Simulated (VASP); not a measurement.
The system is C.

```
C
1.0
     1.79669    0.00000    0.00000
     0.00000    2.22825    0.00000
     0.00000    0.00000    1.82629
C
2
Direct
  0.50000 0.00000 0.81563
  0.00000 0.50000 0.18437
```

The cell was built from a structure type or drawn by symmetry, and may not be a known phase.

| Item | Value |
| --- | --- |
| Program | VASP 6.6.1 |
| Task | relaxation of cell and atoms |
| Functional | PBE |
| Potentials or basis | VASP PAW PBE potentials, release 64 (C) |
| Cutoff | 600 eV |
| k mesh | 10 × 8 × 10 |
| Occupations | gaussian, width 0.1 eV |
| Spin | no spin polarisation |

At the start: pressure 371.5 GPa; volume 3.66 Å³/atom.

Problem. Where does the relaxation end?

Solution. Over 28 steps the energy falls by 3735.2 meV/atom and the volume is 6.01 Å³/atom (+64.5 %); space group Pmmn (No. 59, to 0.1 Å) before, P4/mmm (No. 123, to 0.1 Å).

The path:
| step | energy change (eV) | largest force (eV/Å) | pressure (GPa) | volume (Å³) |
| --- | --- | --- | --- | --- |
| 1 | 0.0000 | 3.7726 | 371.52 | 7.31 |
| 2 | -4.4476 | 1.8547 | -57.43 | 20.32 |
| 3 | -5.8578 | 3.6109 | -27.14 | 14.05 |
| 4 | -5.8647 | 3.7194 | -22.99 | 13.75 |
| 5 | -7.0885 | 1.5932 | -30.78 | 13.49 |
| 6 | -7.0933 | 1.4352 | -30.66 | 13.48 |
| 7 | -7.2103 | 1.6318 | 41.42 | 11.20 |
| 8 | -7.4427 | 0.1439 | 2.55 | 12.16 |
| 9 | -7.4428 | 0.1809 | 3.42 | 12.13 |
| 10 | -7.4604 | 0.0693 | -3.75 | 12.37 |
| 11 | -7.4657 | 0.0104 | -1.50 | 12.30 |
| 12 | -7.4657 | 0.0049 | -1.63 | 12.30 |
| 13 | -7.4657 | 0.0014 | -1.74 | 12.31 |
| 14 | -7.4660 | 0.0067 | 0.48 | 12.22 |
| 15 | -7.4661 | 0.0044 | -0.15 | 12.24 |
| 16 | -7.4664 | 0.0025 | 0.08 | 12.21 |
| 17 | -7.4676 | 0.0034 | 1.01 | 12.13 |
| 18 | -7.4661 | 0.0154 | 3.24 | 11.96 |
| 19 | -7.4679 | 0.0067 | 1.60 | 12.08 |
| 20 | -7.4680 | 0.0069 | 1.61 | 12.08 |
| 21 | -7.4681 | 0.0075 | 1.66 | 12.07 |
| 22 | -7.4682 | 0.0087 | 1.75 | 12.06 |
| 23 | -7.4683 | 0.0110 | 1.98 | 12.02 |
| 24 | -7.4686 | 0.0109 | 1.82 | 12.02 |
| 25 | -7.4692 | 0.0105 | 1.47 | 12.03 |
| 26 | -7.4701 | 0.0096 | 0.75 | 12.03 |
| 27 | -7.4698 | 0.0080 | -1.12 | 12.03 |
| 28 | -7.4703 | 0.0090 | 0.00 | 12.03 |

Final structure:
```xyz
2
Lattice="2.3440 0.0000 0.0000 0.0000 2.3600 0.0000 0.0000 0.0000 2.1745" Properties=species:S:1:pos:R:3 pbc="T T T"
C     1.1720    0.0000    0.0004
C     0.0000    1.1800    2.1742
```

Caveat: the volume moved by over 15 % at a fixed basis, so the end points are rough.
